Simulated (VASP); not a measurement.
# TiTe2 (P-3m1) in VASP: notebook

Runs on TiTe2. Level: PBE+D3(BJ). Tasks: single point.

Everything below comes from runs of VASP 6.6.1. Logs are shortened: lines on timing, memory, paths and dates and some standing lists are left out, and cuts for length are marked.

### 1 The cell of the first run

It takes space group P-3m1 (No. 164, trigonal). The conventional cell has a = 3.665 Å, b = 3.665 Å, c = 6.299 Å, α = 90.00°, β = 90.00°, γ = 120.00°. Ti (site symmetry -3m) has 6 Te at 2.74 Å and 6 Ti at 3.67 Å within 3.7 Å. Within 3.7 Å of Te (site symmetry 3m) lie 3 Ti at 2.74 Å and 9 Te at 3.54 to 3.67 Å.

### 2 Single point, PBE+D3(BJ) (24.43 Å³/atom)

Contents of INCAR:

```
SYSTEM = TiTe2
PREC = Accurate
ENCUT = 520
EDIFF = 1E-6
ISMEAR = 0
SIGMA = 0.1
LREAL = .FALSE.
LASPH = .TRUE.
NELM = 60
ALGO = Normal
ISIF = 2
LWAVE = .FALSE.
LCHARG = .FALSE.
GGA = PE
IVDW = 12
NBANDS = 19
```

Contents of KPOINTS:

```
Automatic mesh
0
G
  15 15 8
  0 0 0
```

Contents of POSCAR:

```
TiTe2
1.0
    3.6654371182      0.0000000000      0.0000000000
   -1.8327185591      3.1743616603      0.0000000000
    0.0000000000      0.0000000000      6.2993018872
Ti Te
1 2
Direct
    0.0000000000      0.0000000000      0.0000000000
    0.6666666667      0.3333333333      0.2751187621
    0.3333333333      0.6666666667      0.7248812379
```

Potentials or basis: VASP PAW PBE potentials, release 64 (Ti_sv, Te).

Run with:

```sh
$ cat potpaw_PBE.64/Ti_sv/POTCAR potpaw_PBE.64/Te/POTCAR > POTCAR
$ mpirun -np 1 vasp_std > vasp.out
```

OUTCAR:

```text
SYSTEM = TiTe2
   PREC = Accurate
   ENCUT = 520
   EDIFF = 1E-6
   ISMEAR = 0
   LREAL = .FALSE.
   LASPH = .TRUE.
   NELM = 60
   ISIF = 2
   GGA = PE
   IVDW = 12
 IVDW          = 12

 ion  position               nearest neighbor table
   1  0.000  0.000  0.000-   2 2.74   3 2.74   3 2.74   2 2.74   2 2.74   3 2.74
   2  0.667  0.333  0.275-   1 2.74   1 2.74   1 2.74   3 3.54   3 3.54   3 3.54
   3  0.333  0.667  0.725-   1 2.74   1 2.74   1 2.74   2 3.54   2 3.54   2 3.54

  LATTYP: Found a hexagonal cell.
 ALAT       =     3.6654371182
 C/A-ratio  =     1.7185677135

  Lattice vectors:

 A1 = (   3.6654371182,   0.0000000000,   0.0000000000)
 A2 = (  -1.8327185591,   3.1743616603,   0.0000000000)
 A3 = (   0.0000000000,   0.0000000000,   6.2993018872)

Analysis of symmetry for initial positions (statically):
=====================================================================
 Subroutine PRICEL returns:
 Original cell was already a primitive cell.

 Routine SETGRP: Setting up the symmetry group for a
 hexagonal supercell.

 Subroutine GETGRP returns: Found 12 space group operations
 (whereof 12 operations were pure point group operations)
 out of a pool of 24 trial point group operations.

The static configuration has the point symmetry D_3d.

Analysis of symmetry for dynamics (positions and initial velocities):
=====================================================================
 Subroutine PRICEL returns:
 Original cell was already a primitive cell.

 Routine SETGRP: Setting up the symmetry group for a
 hexagonal supercell.

 Subroutine GETGRP returns: Found 12 space group operations
 (whereof 12 operations were pure point group operations)
 out of a pool of 24 trial point group operations.

The dynamic configuration has the point symmetry D_3d.

 Subroutine INISYM returns: Found 12 space group operations
 (whereof 12 operations are pure point group operations),
 and found     1 'primitive' translations

----------------------------------------------------------------------------------------

                                     Primitive cell

  volume of cell :      73.2950

  direct lattice vectors                    reciprocal lattice vectors
     3.665437118  0.000000000  0.000000000     0.272818757  0.157511983  0.000000000
    -1.832718559  3.174361660  0.000000000     0.000000000  0.315023966  0.000000000
     0.000000000  0.000000000  6.299301887     0.000000000  0.000000000  0.158747750

  length of vectors
     3.665437118  3.665437118  6.299301887     0.315023966  0.315023966  0.158747750

  position of ions in fractional coordinates (direct lattice)
     0.000000000  0.000000000  0.000000000
     0.666666667  0.333333333  0.275118762
     0.333333333  0.666666667  0.724881238

  ion indices of the primitive-cell ions
   primitive index   ion index
                 1           1
                 2           2
                 3           3

----------------------------------------------------------------------------------------

 KPOINTS: Automatic mesh

Automatic generation of k-mesh.
 Grid dimensions read from file:
 generate k-points for:   15   15    8

 Generating k-lattice:

  Cartesian coordinates                     Fractional coordinates (reciprocal lattice)
     0.018187917  0.010500799  0.000000000     0.066666667  0.000000000  0.000000000
     0.000000000  0.021001598  0.000000000     0.000000000  0.066666667  0.000000000
     0.000000000  0.000000000  0.019843469     0.000000000  0.000000000  0.125000000

  Length of vectors
     0.021001598  0.021001598  0.019843469

  Shift w.r.t. Gamma in fractional coordinates (k-lattice)
     0.000000000  0.000000000  0.000000000

 Subroutine IBZKPT returns following result:
 ===========================================

 Found    192 irreducible k-points:

 Following reciprocal coordinates:
            Coordinates               Weight
  0.000000  0.000000  0.000000      1.000000
  0.066667 -0.000000  0.000000      6.000000
  0.133333  0.000000  0.000000      6.000000
  0.200000 -0.000000  0.000000      6.000000
  0.266667  0.000000  0.000000      6.000000
  0.333333 -0.000000  0.000000      6.000000
[... 16 lines left out ...]
  0.333333  0.200000  0.000000     12.000000
  0.400000  0.200000  0.000000      6.000000
 [... further k-points ...]
   k-points           NKPTS =    192   k-points in BZ     NKDIM =    192   number of bands    NBANDS=     19
   number of dos      NEDOS =    301   number of ions     NIONS =      3
   total plane-waves  NPLWV =  37632
   dimension x,y,z NGX =    28 NGY =   28 NGZ =   48
   dimension x,y,z NGXF=    56 NGYF=   56 NGZF=   96
   ions per type =               1   2
   NGX,Y,Z   is equivalent  to a cutoff of  12.70, 12.70, 12.67 a.u.
   NGXF,Y,Z  is equivalent  to a cutoff of  25.40, 25.40, 25.34 a.u.
 SYSTEM =  TiTe2
   PREC   = accura    normal or accurate (medium, high low for compatibility)
   ISTART =      0    job   : 0-new  1-cont  2-samecut
   ICHARG =      2    charge: 1-file 2-atom 10-const
   ISPIN  =      1    spin polarized calculation?
   LNONCOLLINEAR =      F non collinear calculations
   LSORBIT =      F    spin-orbit coupling
   LASPH  =      T    aspherical Exc in radial PAW
   ENCUT  =  520.0 eV  38.22 Ry    6.18 a.u.   6.82  6.82 11.71*2*pi/ulx,y,z
   NELM   =     60;   NELMIN=  2; NELMDL= -5     # of ELM steps
   EDIFF  = 0.1E-05   stopping-criterion for ELM
   LREAL  =      F    real-space projection
   EDIFFG = 0.1E-04   stopping-criterion for IOM
   NSW    =      0    number of steps for IOM
   IBRION =     -1    ionic relax: 0-MD 1-quasi-New 2-CG
   NFREE  =      0    steps in history (QN), initial steepest desc. (CG)
   ISIF   =      2    stress and relaxation
   ISYM   =      2    0-nonsym 1-usesym 2-fastsym
   POTIM  = 0.5000    time-step for ionic-motion
   TEBEG  =    0.0;   TEEND  =   0.0 temperature during run
   PSTRESS=    0.0 pullay stress
   NELECT =      24.0000    total number of electrons
   NUPDOWN=      -1.0000    fix difference up-down
   EMIN   =  10.00;   EMAX   =-10.00  energy-range for DOS
   EFERMI =   0.00;   METHOD = LEGACY
   ISMEAR =     0;   SIGMA  =   0.10  broadening in eV -4-tet -1-fermi 0-gaus
   EFERMI_NEDOS =   21; number of points for ismear=-14 and -15
   IALGO  =     38    algorithm
   IMIX   =      4    mixing-type and parameters
     AMIX     =   0.40;   BMIX     =  1.00
     AMIX_MAG =   1.60;   BMIX_MAG =  1.00
  volume/ion in A,a.u.               =      24.43       164.87
  Fermi-wavevector in a.u.,A,eV,Ry     =   1.128376  2.132321 17.323368  1.273232
  Thomas-Fermi vector in A             =   2.265065
   LORBIT       =      0    0 simple, 1 ext, 2 COOP (PROOUT), +10 PAW based schemes
   GGA     = PE    functional components
   LHFCALC =     F    Hartree Fock is set to
   AEXX    =    0.0000 exact exchange contribution
   IVDW    =    12    specifies the selected vdW correction
   LEPSILON=     F    determine dielectric tensor
   LRPA    =     F    only Hartree local field effects (RPA)
 non-spin polarized calculation
 Gauss-broadening in eV      SIGMA  =   0.10
  energy-cutoff  :      520.00
  volume of cell :       73.30
 maximum number of plane-waves:      1995
   NGX = 13   NGY = 13   NGZ = 23

 number of electron      24.0000004 magnetization

 Free energy of the ion-electron system (eV)
  ---------------------------------------------------
  ext. energy  EPLUGINS =         0.00000000
  ---------------------------------------------------
  free energy    TOTEN  =       -16.09119738 eV

  energy without entropy =      -16.08405848  energy(sigma->0) =      -16.08762793

 E-fermi :   8.0128     XC(G=0): -10.3253

 val. band max:        8.0120507597   @ k =   0.3333  -0.0000   0.5000
 cond. band min:       8.0162475083   @ k =   0.2667   0.0000   0.2500
 fundamental gap:      0.0041967486
 Fermi energy:         8.0127681890

 k-point     1 :       0.0000    0.0000    0.0000
  band No.  band energies     occupation
      1     -49.3156      2.00000
      2     -25.5836      2.00000
      3     -25.5836      2.00000
      4     -25.5555      2.00000
      5      -4.9705      2.00000
      6      -3.1216      2.00000
[... 11 lines left out ...]
     18      13.2719      0.00000
     19      14.5535      0.00000

 k-point     2 :       0.0667   -0.0000    0.0000
  band No.  band energies     occupation
      1     -49.3154      2.00000
      2     -25.5861      2.00000
      3     -25.5842      2.00000
      4     -25.5549      2.00000
      5      -4.9147      2.00000
      6      -3.0913      2.00000
[... 11 lines left out ...]
     18      13.6866      0.00000
     19      14.8274      0.00000

 k-point     3 :       0.1333    0.0000    0.0000
  band No.  band energies     occupation
      1     -49.3148      2.00000
      2     -25.5934      2.00000
      3     -25.5858      2.00000
      4     -25.5532      2.00000
      5      -4.7495      2.00000
      6      -3.0040      2.00000
[... 11 lines left out ...]
     18      14.2218      0.00000
     19      15.3250      0.00000

 k-point     4 :       0.2000   -0.0000    0.0000
  band No.  band energies     occupation
      1     -49.3140      2.00000
      2     -25.6041      2.00000
      3     -25.5883      2.00000
      4     -25.5506      2.00000
      5      -4.4831      2.00000
      6      -2.8715      2.00000
[... 407 lines left out ...]
     18      12.7415      0.00000
     19      15.5641      0.00000

 k-point    23 :       0.3333    0.2000    0.0000
  band No.  band energies     occupation
      1     -49.3107      2.00000
      2     -25.6343      2.00000
      3     -25.6086      2.00000
      4     -25.5408      2.00000
      5      -2.9022      2.00000
      6      -2.4347      2.00000
[... 11 lines left out ...]
     18      12.4088      0.00000
     19      15.5733      0.00000

 k-point    24 :       0.4000    0.2000    0.0000
  band No.  band energies     occupation
      1     -49.3105      2.00000
      2     -25.6355      2.00000
      3     -25.6100      2.00000
      4     -25.5403      2.00000
      5      -2.7174      2.00000
      6      -2.4845      2.00000
[... 11 lines left out ...]
     18      12.3116      0.00000
     19      15.5996      0.00000

 [... further k-points ...]

------------------------ aborting loop because EDIFF is reached ----------------------------------------

 Edisp (eV)   -1.61627

 E8    (eV) :    -0.7483

  FORCE on cell =-STRESS in cart. coord.  units (eV):
  Direction    XX          YY          ZZ          XY          YZ          ZX
  --------------------------------------------------------------------------------------
  -------------------------------------------------------------------------------------
  Total       0.60796     0.60796     0.61703     0.00000     0.00000     0.00000
  in kB      13.28960    13.28960    13.48784     0.00000     0.00000     0.00000
  external pressure =       13.36 kB  Pullay stress =        0.00 kB

 VOLUME and BASIS-vectors are now :
 -----------------------------------------------------------------------------
  energy-cutoff  :      520.00
  volume of cell :       73.30
      direct lattice vectors                 reciprocal lattice vectors
     3.665437118  0.000000000  0.000000000     0.272818757  0.157511983  0.000000000
    -1.832718559  3.174361660  0.000000000     0.000000000  0.315023966  0.000000000
     0.000000000  0.000000000  6.299301887     0.000000000  0.000000000  0.158747750

 POSITION                                       TOTAL-FORCE (eV/Angst)
 -----------------------------------------------------------------------------------
      0.00000      0.00000      0.00000        -0.000000      0.000000      0.000000
      1.83272      1.05812      1.73306        -0.000000     -0.000000      0.006027
     -0.00000      2.11624      4.56625         0.000000      0.000000     -0.006027
 -----------------------------------------------------------------------------------
    total drift:                               -0.000000     -0.000000      0.000000

  FREE ENERGIE OF THE ION-ELECTRON SYSTEM (eV)
  ---------------------------------------------------
  free  energy   TOTEN  =       -17.7074627571 eV

  energy  without entropy=      -17.7003238532  energy(sigma->0) =      -17.70389331
```

Run time: 7 min. Hardware: 1 thread of Intel Xeon 8259CL, shared host; peak memory 0.4 GiB.

What came out:

- Free energy: -17.7075 eV
- Pressure: 1.3 GPa
- Largest force: 0.006 eV/Å
- Band gap on the k mesh: zero (bands 12 and 13 overlap by 0.87 eV)
- Dispersion energy per atom: -0.539 eV

Forces in eV/Å, atoms in the order of the input:
```
Ti   0.000  0.000  0.000
Te   0.000  0.000  0.006
Te   0.000  0.000 -0.006
```

Caveat: spin-orbit coupling is left out, which moves the levels of the heavy elements.

(Continued in part 2 of 2.)
